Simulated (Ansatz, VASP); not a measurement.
**CdS3 in VASP and in Ansatz**

```
CELL_PARAMETERS angstrom
0.00000 3.65374 3.65374
3.65374 0.00000 3.65374
3.65374 3.65374 0.00000
ATOMIC_POSITIONS crystal
Cd 0.00000 0.00000 0.00000
S 0.25000 0.25000 0.25000
S 0.75000 0.75000 0.75000
S 0.50000 0.50000 0.50000
```

Change from the starting cell: species swapped into the CdIn3 type (Fm-3m, No. 225).

Alike in both runs: task relaxation of cell and atoms; functional PBE; k mesh 4 × 4 × 4; occupations gaussian, width 0.1 eV; no spin polarisation.

```csv
,VASP,Ansatz
version,VASP 6.6.1,Ansatz 0.2.0
potentials or method,"VASP PAW PBE potentials, release 64 (Cd, S), cutoff 500 eV","scalar-relativistic, plane waves, PAW"
valence electrons in the cell,30,38
```

```tsv
	VASP	Ansatz	Ansatz less VASP
gap on the k mesh at the Fermi level, each at its own relaxed structure (eV)	none	none	-
relaxed volume (Å³/atom)	17.98	17.93	-0.055
relaxed cell length with the largest relative difference (Å)	4.668	4.663	-0.0047
```

A gap of «none» marks a metal or a gap that the smearing closes. VASP's potentials hold 30 valence electrons a cell and Ansatz's 38, so a difference there can come from the potentials and not from the codes.

The k mesh is coarse, so the values compare programs but aren't converged. Noted on VASP's run: the volume moved by over 15 % at a fixed basis, so the end points are rough.
